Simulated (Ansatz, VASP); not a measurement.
**K3BaF5: VASP beside Ansatz**

The input INCAR:

```
ALGO     = Normal         # electronic algorithm
EDIFF    = 1E-6           # SCF threshold, eV
ENCUT    = 520            # plane-wave cutoff, eV
GGA      = PE             # functional
ISIF     = 2              # what is computed and relaxed
ISMEAR   = 0              # smearing method
LASPH    = True           # aspherical terms in the spheres
LCHARG   = False          # write CHGCAR
LREAL    = False          # projectors in reciprocal space
LWAVE    = False          # write WAVECAR
NBANDS   = 46             # bands
NELM     = 60             # most SCF steps
PREC     = Accurate       # precision mode
SIGMA    = 0.1            # smearing width, eV
```

KPOINTS

```
k-points
0
Gamma
  3 3 4
```

POSCAR

```
K3BaF5
1.0
    7.0840522000      0.0000000000      0.0000000000
   -3.5420261000      6.1349691600      0.0000000000
    0.0000000000      0.0000000000      4.3562247900
K Ba F
3 1 5
Direct
    0.5930799200      0.0000000000      0.5000000000
    0.4069200800      0.4069200800      0.5000000000
    0.0000000000      0.5930799200      0.5000000000
    0.0000000000      0.0000000000      0.5000000000
    0.2364990000      0.0000000000      0.0000000000
    0.0000000000      0.2364990000      0.0000000000
    0.6666666700      0.3333333300      0.0000000000
    0.3333333300      0.6666666700      0.0000000000
    0.7635010000      0.7635010000      0.0000000000
```

Input for Ansatz:

```yaml
crystal:
  lattice:
    - [7.0840522, 0.0, 0.0]
    - [-3.5420261, 6.13496916, 0.0]
    - [0.0, 0.0, 4.35622479]
  atoms:
    - { symbol: K, position: [0.59307992, 0.0, 0.5] }
    - { symbol: K, position: [0.40692008, 0.40692008, 0.5] }
    - { symbol: K, position: [0.0, 0.59307992, 0.5] }
    - { symbol: Ba, position: [0.0, 0.0, 0.5] }
    - { symbol: F, position: [0.236499, 0.0, 0.0] }
    - { symbol: F, position: [0.0, 0.236499, 0.0] }
    - { symbol: F, position: [0.66666667, 0.33333333, 0.0] }
    - { symbol: F, position: [0.33333333, 0.66666667, 0.0] }
    - { symbol: F, position: [0.763501, 0.763501, 0.0] }
basis:
  ecutwfc: 420
kpoints:
  mp_grid: { grid: [3, 3, 4] }
hamiltonian:
  xc: pbe
scf:
  occupations: { method: gaussian, width: 0.1 }
  lower_state_search: "off"
output:
  forces: true
  stress: true
  eigenvalues: true
```

Change from the starting cell: species swapped into the Lu3Ga5Ni type (P-62m, No. 189).

Alike in both runs: task single point; functional PBE; k mesh 3 × 3 × 4; occupations gaussian, width 0.1 eV; no spin polarisation.

|  | VASP | Ansatz |
| --- | --- | --- |
| version | VASP 6.6.1 | Ansatz 0.2.0 |
| potentials or method | VASP PAW PBE potentials, release 64 (K_sv, Ba_sv, F), cutoff 520 eV | scalar-relativistic, plane waves, PAW |
| valence electrons in the cell | 72 | 72 |

VASP gave:

- gap on the k mesh at the Fermi level (eV): 2.98
- least direct gap on the mesh (eV): 3.06
- pressure (GPa): -1.8
- traceless stress, the component that is largest in VASP (GPa): -21.69
- rms of the force components (eV/Å): 0.662

Task: Estimate Ansatz's values.

Result: gap on the k mesh at the Fermi level (eV): 3.02; least direct gap on the mesh (eV): 3.10; pressure (GPa): -2.1; traceless stress, the component that is largest in VASP (GPa): -21.78; rms of the force components (eV/Å): 0.655.

Atom by atom the forces differ by 0.036 eV/Å (rms over components).

Neither program's run includes spin-orbit coupling.
